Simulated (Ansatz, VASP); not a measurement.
Si3Sn in VASP and in Ansatz

```
Si Sn
1.0
     4.03764    0.00000    0.00000
     0.00000    4.03764    0.00000
     0.00000    0.00000    5.89808
Si Sn
3 1
Direct
  0.50000 0.00000 0.77415
  0.50000 0.50000 0.00000
  0.00000 0.50000 0.22585
  0.00000 0.00000 0.50000
```

Change from the starting cell: uniaxial_z strain +2.6%.

Alike in both runs: task single point; functional HSE06; k mesh 4 × 4 × 4; occupations fermi-dirac, width 0.02 eV; no spin polarisation.

|  | VASP | Ansatz |
| --- | --- | --- |
| version | VASP 6.6.1 | Ansatz 0.2.0 |
| potentials or method | VASP PAW PBE potentials, release 64 (Si, Sn_d) | plane waves, PAW |
| plane-wave cutoff (eV) | 520 | 420 |
| valence electrons in the cell | 26 | 26 |

Ansatz gave:

```
pressure (GPa)                                                : -2.1
traceless stress, the component that is largest in VASP (GPa) : -2.05
```

Task: Estimate VASP's values.

Result: Pressure (GPa): -2.4; traceless stress, the component that is largest in VASP (GPa): -2.05.

Ansatz's warnings: stress exchange threshold loose, stress scf threshold loose.
